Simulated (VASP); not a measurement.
Wanted: the native input for a VASP 6.6.1 run.

| Item | Value |
| --- | --- |
| Task | single point |
| Functional | PBE |
| Potentials or basis | VASP PAW PBE potentials, release 64 (Ti_sv) |
| Cutoff | 520 eV |
| k mesh | 10 × 10 × 10 |
| Occupations | fermi-dirac, width 0.05 eV |
| Spin | collinear spin |
| Starting moments | [1.645, 1.645] μB |
| Dipole correction | no |
| Further INCAR settings | ALGO = Normal; EDIFF = 1e-07; NBANDS = 23 |

The structure of Ti lies in POSCAR:

```
Ti
1.0
    0.0000000000      3.1316541734      3.1316541734
    3.1316541734      0.0000000000      3.1316541734
    3.1316541734      3.1316541734      0.0000000000
Ti
2
Direct
    0.1250000000      0.1250000000      0.1250000000
    0.8750000000      0.8750000000      0.8750000000
```

This isn't the form of Ti at room conditions, which is hcp.

The input as run:

INCAR

```
SYSTEM = Ti
PREC = Accurate
ENCUT = 520
EDIFF = 1E-7
ISMEAR = -1
SIGMA = 0.05
LREAL = .False.
LASPH = .True.
NELM = 150
ALGO = Normal
ISIF = 2
LWAVE = .False.
LCHARG = .True.
ISPIN = 2
MAGMOM = 1.645 1.645
LORBIT = 11
LMAXMIX = 4
GGA = PE
LELF = .True.
LVHAR = .True.
NBANDS = 23
```

KPOINTS

```
regular mesh
0
Gamma
  10 10 10
  0 0 0
```

Potentials or basis: VASP PAW PBE potentials, release 64 (Ti_sv).

The run is started by

```console
$ cat potpaw_PBE.64/Ti_sv/POTCAR > POTCAR
$ mpirun -np 1 vasp_std > vasp.out
```

Results of the run:

| Item | Value |
| --- | --- |
| Pressure | -2.2 GPa |
| Net moment | 5.02 μB per cell |
| Site moments | Ti +1.85 μB |
| Valence electrons inside the program's atomic spheres | Ti 10.24 |

Wall time 120 s on 1 thread of AMD EPYC 9R45 96-Core Processor (Zen 5) (shared host), peak memory 0.26 GiB.
